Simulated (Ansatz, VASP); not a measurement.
# SiAg2As2: VASP beside Ansatz

```
CELL_PARAMETERS angstrom
3.84019 0.00000 0.00000
-1.92009 3.32570 0.00000
0.00000 0.00000 8.44628
ATOMIC_POSITIONS crystal
Si 0.00000 0.00000 0.00000
Ag 0.00000 0.00000 0.29836
Ag 0.00000 0.00000 0.70164
As 0.33333 0.66667 0.00000
As 0.66667 0.33333 0.00000
```

Alike in both runs: task relaxation of cell and atoms; functional PBE; k mesh 6 × 6 × 2; occupations gaussian, width 0.1 eV; no spin polarisation.

```csv
,VASP,Ansatz
version,VASP 6.6.1,Ansatz 0.2.0
potentials or method,"VASP PAW PBE potentials, release 64 (Si, Ag, As), cutoff 600 eV","scalar-relativistic, plane waves, PAW"
valence electrons in the cell,36,72
```

Ansatz gave:

```
gap on the k mesh at the Fermi level, each at its own relaxed structure (eV) : none
relaxed volume (Å³/atom)                                                     : 29.37
relaxed cell length with the largest relative difference (Å)                 : 4.741
```

**Question.** Which values does VASP return?

**Answer.** gap on the k mesh at the Fermi level, each at its own relaxed structure (eV): none; relaxed volume (Å³/atom): 29.22; relaxed cell length with the largest relative difference (Å): 4.725.

A gap of «none» marks a metal or a gap that the smearing closes. VASP's potentials hold 36 valence electrons a cell and Ansatz's 72, so a difference there can come from the potentials and not from the codes.

The k mesh is coarse, so the values compare programs but aren't converged. Noted on VASP's run: the volume moved by over 15 % at a fixed basis, so the end points are rough.
